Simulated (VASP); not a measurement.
The system is CdInS2.

```xyz
4
Lattice="3.8695 0.0000 0.0000 -1.9347 3.3511 0.0000 0.0000 0.0000 6.8105" Properties=species:S:1:pos:R:3 pbc="T T T"
Cd    0.0000    0.0000    0.0000
In    0.0000    0.0000    3.4053
S     1.9347    1.1170    5.1423
S     0.0000    2.2341    1.6682
```

Base run:

```yaml
Program: VASP 6.6.1
Functional: PBE
Potentials_or_basis: VASP PAW PBE potentials, release 64 (Cd, In_d, S)
Cutoff: 520 eV
k_mesh: 7 × 7 × 4
Occupations: fermi-dirac, width 0.05 eV
Spin: no spin polarisation
```

Its results: band gap on the k mesh zero (an odd number of electrons rules out a gap without spin polarisation); pressure 0.1 GPa; largest force 0.101 eV/Å.

The run is repeated on the same cell with these changes: k mesh from 7 × 7 × 4 to 2 × 2 × 1. What comes out?

Band gap on the k mesh zero (an odd number of electrons rules out a gap without spin polarisation); pressure 4.3 GPa; largest force 0.235 eV/Å.

Caveats: some runs use coarse meshes; spin-orbit coupling is left out, which moves the levels of the heavy elements.
